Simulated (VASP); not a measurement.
# CdS (Greenockite) (P6_3mc) in VASP: further runs

CdS (Greenockite) is run at these levels: PBEsol; tasks: single point.

Program: VASP 6.6.1. These are calculated values, not measurements. Logs are shortened: lines on timing, memory, paths and dates and some standing lists are left out, and cuts for length are marked.

### Step 1. The cell of the first run

Symmetry: P6_3mc, No. 186, hexagonal system. Conventional cell: a = 3.557 Å, b = 3.557 Å, c = 6.760 Å, α = 90.00°, β = 90.00°, γ = 120.00°. Cd (site symmetry 3m) has 4 S at 2.26 to 2.34 Å within 3.0 Å. S (site symmetry 3m) has 4 Cd at 2.26 to 2.34 Å within 3.0 Å.

### Step 2. Single point, PBEsol

INCAR reads:

```
PREC = Accurate
ENCUT = 520
EDIFF = 1E-6
ISMEAR = -1
SIGMA = 0.05
LREAL = False
LASPH = True
NELM = 60
ALGO = Normal
ISIF = 2
LWAVE = False
LCHARG = True
GGA = PS
LELF = True
LVHAR = True
NBANDS = 26
```

KPOINTS reads:

```
Automatic mesh
0
Gamma
  7 7 4
```

POSCAR reads:

```
CdS
1.0
    3.5573116898      0.0000000000      0.0000000000
   -1.7786558449      3.0807222925      0.0000000000
    0.0000000000      0.0000000000      6.7602109697
Cd S
2 2
Direct
    0.6666666667      0.3333333333      0.5199778932
    0.3333333333      0.6666666667      0.0199778932
    0.6666666667      0.3333333333      0.8550221068
    0.3333333333      0.6666666667      0.3550221068
```

Potentials or basis: VASP PAW PBE potentials, release 64 (Cd, S).

Command:

```console
cat potpaw_PBE.64/Cd/POTCAR potpaw_PBE.64/S/POTCAR > POTCAR
mpirun -np 1 vasp_std > vasp.out
```

OUTCAR:

```text
PREC = Accurate
   ENCUT = 520
   EDIFF = 1E-6
   ISMEAR = -1
   LREAL = False
   LASPH = True
   NELM = 60
   ISIF = 2
   GGA = PS

 ion  position               nearest neighbor table
   1  0.667  0.333  0.520-   3 2.26   4 2.34   4 2.34   4 2.34
   2  0.333  0.667  0.020-   4 2.26   3 2.34   3 2.34   3 2.34
   3  0.667  0.333  0.855-   1 2.26   2 2.34   2 2.34   2 2.34
   4  0.333  0.667  0.355-   2 2.26   1 2.34   1 2.34   1 2.34

  LATTYP: Found a hexagonal cell.
 ALAT       =     3.5573116898
 C/A-ratio  =     1.9003707179

  Lattice vectors:

 A1 = (   3.5573116898,   0.0000000000,   0.0000000000)
 A2 = (  -1.7786558449,   3.0807222925,   0.0000000000)
 A3 = (   0.0000000000,   0.0000000000,   6.7602109697)

Analysis of symmetry for initial positions (statically):
=====================================================================
 Subroutine PRICEL returns:
 Original cell was already a primitive cell.

 Routine SETGRP: Setting up the symmetry group for a
 hexagonal supercell.

 Subroutine GETGRP returns: Found 12 space group operations
 (whereof  6 operations were pure point group operations)
 out of a pool of 24 trial point group operations.

The static configuration has the point symmetry C_3v.
 The point group associated with its full space group is C_6v.

Analysis of symmetry for dynamics (positions and initial velocities):
=====================================================================
 Subroutine PRICEL returns:
 Original cell was already a primitive cell.

 Routine SETGRP: Setting up the symmetry group for a
 hexagonal supercell.

 Subroutine GETGRP returns: Found 12 space group operations
 (whereof  6 operations were pure point group operations)
 out of a pool of 24 trial point group operations.

The dynamic configuration has the point symmetry C_3v.
 The point group associated with its full space group is C_6v.

 Subroutine INISYM returns: Found 12 space group operations
 (whereof  6 operations are pure point group operations),
 and found     1 'primitive' translations

----------------------------------------------------------------------------------------

                                     Primitive cell

  volume of cell :      74.0858

  direct lattice vectors                    reciprocal lattice vectors
     3.557311690  0.000000000  0.000000000     0.281111156  0.162299601  0.000000000
    -1.778655845  3.080722292  0.000000000     0.000000000  0.324599203  0.000000000
     0.000000000  0.000000000  6.760210970     0.000000000  0.000000000  0.147924378

  length of vectors
     3.557311690  3.557311690  6.760210970     0.324599203  0.324599203  0.147924378

  position of ions in fractional coordinates (direct lattice)
     0.666666667  0.333333333  0.519977893
     0.333333333  0.666666667  0.019977893
     0.666666667  0.333333333  0.855022107
     0.333333333  0.666666667  0.355022107

  ion indices of the primitive-cell ions
   primitive index   ion index
                 1           1
                 2           2
                 3           3
                 4           4

----------------------------------------------------------------------------------------

 KPOINTS: Automatic mesh

Automatic generation of k-mesh.
 Grid dimensions read from file:
 generate k-points for:    7    7    4

 Generating k-lattice:

  Cartesian coordinates                     Fractional coordinates (reciprocal lattice)
     0.040158737  0.023185657  0.000000000     0.142857143 -0.000000000  0.000000000
     0.000000000  0.046371315  0.000000000     0.000000000  0.142857143  0.000000000
     0.000000000  0.000000000  0.036981094     0.000000000  0.000000000  0.250000000

  Length of vectors
     0.046371315  0.046371315  0.036981094

  Shift w.r.t. Gamma in fractional coordinates (k-lattice)
     0.000000000  0.000000000  0.000000000

 Subroutine IBZKPT returns following result:
 ===========================================

 Found     24 irreducible k-points:

 Following reciprocal coordinates:
            Coordinates               Weight
  0.000000  0.000000  0.000000      1.000000
  0.142857  0.000000  0.000000      6.000000
  0.285714  0.000000  0.000000      6.000000
  0.428571  0.000000  0.000000      6.000000
  0.142857  0.142857  0.000000      6.000000
  0.285714  0.142857  0.000000     12.000000
[... 16 lines left out ...]
  0.428571  0.142857  0.500000      6.000000
  0.285714  0.285714  0.500000      6.000000
   k-points           NKPTS =     24   k-points in BZ     NKDIM =     24   number of bands    NBANDS=     26
   number of dos      NEDOS =    301   number of ions     NIONS =      4
   total plane-waves  NPLWV =  39200
   dimension x,y,z NGX =    28 NGY =   28 NGZ =   50
   dimension x,y,z NGXF=    56 NGYF=   56 NGZF=  100
   ions per type =               2   2
   NGX,Y,Z   is equivalent  to a cutoff of  13.09, 13.09, 12.30 a.u.
   NGXF,Y,Z  is equivalent  to a cutoff of  26.17, 26.17, 24.59 a.u.
 SYSTEM =  unknown system
   PREC   = accura    normal or accurate (medium, high low for compatibility)
   ISTART =      0    job   : 0-new  1-cont  2-samecut
   ICHARG =      2    charge: 1-file 2-atom 10-const
   ISPIN  =      1    spin polarized calculation?
   LNONCOLLINEAR =      F non collinear calculations
   LSORBIT =      F    spin-orbit coupling
   LASPH  =      T    aspherical Exc in radial PAW
   ENCUT  =  520.0 eV  38.22 Ry    6.18 a.u.   6.61  6.61 12.57*2*pi/ulx,y,z
   NELM   =     60;   NELMIN=  2; NELMDL= -5     # of ELM steps
   EDIFF  = 0.1E-05   stopping-criterion for ELM
   LREAL  =      F    real-space projection
   EDIFFG = 0.1E-04   stopping-criterion for IOM
   NSW    =      0    number of steps for IOM
   IBRION =     -1    ionic relax: 0-MD 1-quasi-New 2-CG
   NFREE  =      0    steps in history (QN), initial steepest desc. (CG)
   ISIF   =      2    stress and relaxation
   ISYM   =      2    0-nonsym 1-usesym 2-fastsym
   POTIM  = 0.5000    time-step for ionic-motion
   TEBEG  =    0.0;   TEEND  =   0.0 temperature during run
   PSTRESS=    0.0 pullay stress
   NELECT =      36.0000    total number of electrons
   NUPDOWN=      -1.0000    fix difference up-down
   EMIN   =  10.00;   EMAX   =-10.00  energy-range for DOS
   EFERMI =   0.00;   METHOD = LEGACY
   ISMEAR =    -1;   SIGMA  =   0.05  broadening in eV -4-tet -1-fermi 0-gaus
   EFERMI_NEDOS =   21; number of points for ismear=-14 and -15
   IALGO  =     38    algorithm
   IMIX   =      4    mixing-type and parameters
     AMIX     =   0.40;   BMIX     =  1.00
     AMIX_MAG =   1.60;   BMIX_MAG =  1.00
  volume/ion in A,a.u.               =      18.52       124.99
  Fermi-wavevector in a.u.,A,eV,Ry     =   1.287056  2.432183 22.538228  1.656513
  Thomas-Fermi vector in A             =   2.419093
   LORBIT       =      0    0 simple, 1 ext, 2 COOP (PROOUT), +10 PAW based schemes
   GGA     = PS    functional components
   LHFCALC =     F    Hartree Fock is set to
   AEXX    =    0.0000 exact exchange contribution
   IVDW    =     0    specifies the selected vdW correction
   LEPSILON=     F    determine dielectric tensor
   LRPA    =     F    only Hartree local field effects (RPA)
 non-spin polarized calculation
  energy-cutoff  :      520.00
  volume of cell :       74.09
 maximum number of plane-waves:      2030
 NGX is ok and might be reduce to    28
   NGX = 13   NGY = 13   NGZ = 25

 number of electron      35.9999991 magnetization

 Free energy of the ion-electron system (eV)
  ---------------------------------------------------
  ext. energy  EPLUGINS =         0.00000000
  ---------------------------------------------------
  free energy    TOTEN  =       -11.57959700 eV

  energy without entropy =      -11.57959559  energy(sigma->0) =      -11.57959629

 E-fermi :   4.9687     XC(G=0): -10.8673

 val. band max:        4.4796848777   @ k =   0.0000   0.0000   0.0000
 cond. band min:       5.4160658305   @ k =   0.0000   0.0000   0.0000
 fundamental gap:      0.9363809528
 Fermi energy:         4.9687265411

 k-point     1 :       0.0000    0.0000    0.0000
  band No.  band energies     occupation
      1     -10.3488      2.00000
      2      -9.5978      2.00000
      3      -5.2822      2.00000
      4      -4.8737      2.00000
      5      -4.8737      2.00000
      6      -4.7008      2.00000
[... 18 lines left out ...]
     25      12.5147      0.00000
     26      12.5147      0.00000

 k-point     2 :       0.1429    0.0000    0.0000
  band No.  band energies     occupation
      1     -10.1978      2.00000
      2      -9.5199      2.00000
      3      -5.2338      2.00000
      4      -4.8486      2.00000
      5      -4.8409      2.00000
      6      -4.6787      2.00000
[... 18 lines left out ...]
     25      12.0529      0.00000
     26      13.0790      0.00000

 k-point     3 :       0.2857    0.0000    0.0000
  band No.  band energies     occupation
      1      -9.8344      2.00000
      2      -9.3519      2.00000
      3      -5.1582      2.00000
      4      -4.8180      2.00000
      5      -4.8104      2.00000
      6      -4.5276      2.00000
[... 18 lines left out ...]
     25      12.5818      0.00000
     26      13.8997      0.00000

 k-point     4 :       0.4286    0.0000    0.0000
  band No.  band energies     occupation
      1      -9.5088      2.00000
      2      -9.2350      2.00000
      3      -5.0389      2.00000
      4      -4.8351      2.00000
      5      -4.8205      2.00000
      6      -4.6140      2.00000
[... 18 lines left out ...]
     25      12.3977      0.00000
     26      15.6110      0.00000

 k-point     5 :       0.1429    0.1429    0.0000
  band No.  band energies     occupation
      1      -9.9392      2.00000
      2      -9.3976      2.00000
      3      -5.1718      2.00000
      4      -4.8650      2.00000
      5      -4.7130      2.00000
      6      -4.6431      2.00000
[... 18 lines left out ...]
     25      11.8558      0.00000
     26      12.6577      0.00000

 k-point     6 :       0.2857    0.1429    0.0000
  band No.  band energies     occupation
      1      -9.5860      2.00000
      2      -9.2612      2.00000
      3      -5.0582      2.00000
      4      -4.9482      2.00000
      5      -4.6592      2.00000
      6      -4.5081      2.00000
[... 427 lines left out ...]
 k-point    21 :       0.1429    0.1429    0.5000
  band No.  band energies     occupation
      1      -9.6704      2.00000
      2      -9.6704      2.00000
      3      -4.9613      2.00000
      4      -4.9613      2.00000
      5      -4.7039      2.00000
      6      -4.7039      2.00000
[... 18 lines left out ...]
     25      12.3114      0.00000
     26      12.3114      0.00000

 k-point    22 :       0.2857    0.1429    0.5000
  band No.  band energies     occupation
      1      -9.4198      2.00000
      2      -9.4198      2.00000
      3      -4.9248      2.00000
      4      -4.9248      2.00000
      5      -4.6927      2.00000
      6      -4.6927      2.00000
[... 18 lines left out ...]
     25      13.0670      0.00000
     26      13.0670      0.00000

 k-point    23 :       0.4286    0.1429    0.5000
  band No.  band energies     occupation
      1      -9.3078      2.00000
      2      -9.3078      2.00000
      3      -4.9036      2.00000
      4      -4.9036      2.00000
      5      -4.7158      2.00000
      6      -4.7158      2.00000
[... 18 lines left out ...]
     25      13.8483      0.00000
     26      13.8483      0.00000

 k-point    24 :       0.2857    0.2857    0.5000
  band No.  band energies     occupation
      1      -9.2823      2.00000
      2      -9.2823      2.00000
      3      -4.8504      2.00000
      4      -4.8504      2.00000
      5      -4.7765      2.00000
      6      -4.7765      2.00000
[... 18 lines left out ...]
     25      13.5552      0.00000
     26      13.5552      0.00000

------------------------ aborting loop because EDIFF is reached ----------------------------------------

  FORCE on cell =-STRESS in cart. coord.  units (eV):
  Direction    XX          YY          ZZ          XY          YZ          ZX
  --------------------------------------------------------------------------------------
  -------------------------------------------------------------------------------------
  Total       14.3613292     14.3613292     14.5767629      0.0000000      0.0000000      0.0000000
  in kB      310.5778649    310.5778649    315.2368306      0.0000000      0.0000000      0.0000000
  external PRESSURE =     312.1308535 kB  Pullay stress =       0.0000000 kB

 VOLUME and BASIS-vectors are now :
 -----------------------------------------------------------------------------
  energy-cutoff  :      520.00
  volume of cell :       74.09
      direct lattice vectors                 reciprocal lattice vectors
     3.557311690  0.000000000  0.000000000     0.281111156  0.162299601  0.000000000
    -1.778655845  3.080722292  0.000000000     0.000000000  0.324599203  0.000000000
     0.000000000  0.000000000  6.760210970     0.000000000  0.000000000  0.147924378

 POSITION                                       TOTAL-FORCE (eV/Angst)
 -----------------------------------------------------------------------------------
      1.77866      1.02691      3.51516         0.000000      0.000000      0.004505
     -0.00000      2.05381      0.13505        -0.000000     -0.000000      0.004505
      1.77866      1.02691      5.78013        -0.000000      0.000000     -0.004505
     -0.00000      2.05381      2.40002         0.000000      0.000000     -0.004505
 -----------------------------------------------------------------------------------
    total drift:                               -0.000000      0.000000     -0.000845

  FREE ENERGIE OF THE ION-ELECTRON SYSTEM (eV)
  ---------------------------------------------------
  free  energy   TOTEN  =       -11.5795969977 eV

  energy  without entropy=      -11.5795955902  energy(sigma->0) =      -11.57959629
```

Run time: 20 s. Hardware: 1 thread of Intel Xeon 6975P-C (Granite Rapids), shared host; peak memory 0.19 GiB.

What came out:

| Property | Result |
| --- | --- |
| Free energy | -11.5796 eV |
| Pressure | 31.2 GPa |
| Largest force | 0.005 eV/Å |
| Band gap on the k mesh | 0.94 eV, direct |

Forces on the atoms (eV/Å):
```
Cd   0.000  0.000  0.005
Cd   0.000  0.000  0.005
S    0.000  0.000 -0.005
S    0.000  0.000 -0.005
```

Caveat: the PAW data sets were made with another functional, which shifts forces and pressure a little.

### Step 3. Single point, PBEsol

This run uses another cell than the first one, of 20.11 Å³/atom, 1.086 times its volume.

INCAR reads:

```
PREC = Accurate
ENCUT = 520
EDIFF = 1E-6
ISMEAR = -1
SIGMA = 0.05
LREAL = F
LASPH = T
NELM = 80
ALGO = Normal
ISIF = 2
LWAVE = F
LCHARG = T
GGA = PS
LELF = T
LVHAR = T
NBANDS = 26
```

KPOINTS reads:

```
regular mesh
0
Gamma
  7 7 4
```

POSCAR reads:

```
CdS
1.0
    3.8044693911      0.0000000000      0.0000000000
   -1.9022346955      3.2947671406      0.0000000000
    0.0000000000      0.0000000000      6.4174765397
Cd S
2 2
Direct
    0.6666666667      0.3333333333      0.5048031967
    0.3333333333      0.6666666667      0.0048031967
    0.6666666667      0.3333333333      0.8701968033
    0.3333333333      0.6666666667      0.3701968033
```

Potentials or basis: VASP PAW PBE potentials, release 64 (Cd, S).

Command:

```console
cat potpaw_PBE.64/Cd/POTCAR potpaw_PBE.64/S/POTCAR > POTCAR
mpirun -np 1 vasp_std > vasp.out
```

It took 20 s on 1 thread of Intel Xeon 6975P-C (Granite Rapids), shared host; peak memory 0.2 GiB.

It converged, with:

```yaml
Free_energy: -12.6028 eV
Pressure: 20.9 GPa
Band_gap_on_the_k_mesh: 1.42 eV, direct
```

Stress tensor (GPa, compression positive):
```
20.85  0.00  0.00
 0.00 20.85  0.00
 0.00  0.00 20.96
```

Levels at points of the mesh, in eV from the valence-band top:
```
           k point  band 14  band 15  band 16  band 17  band 18  band 19  band 20  band 21  band 22  band 23
(0.00, 0.00, 0.00)    -1.10    -1.10    -0.23     0.00     0.00     1.42     3.14     6.09     6.39     6.39
(0.00, 0.00, 0.50)    -3.31    -0.58    -0.58    -0.58    -0.58     3.16     3.16     6.12     6.12     6.79
```

Caveat: the PAW data sets were made with another functional, which shifts forces and pressure a little.

(Part 1 of 2 ends here.)
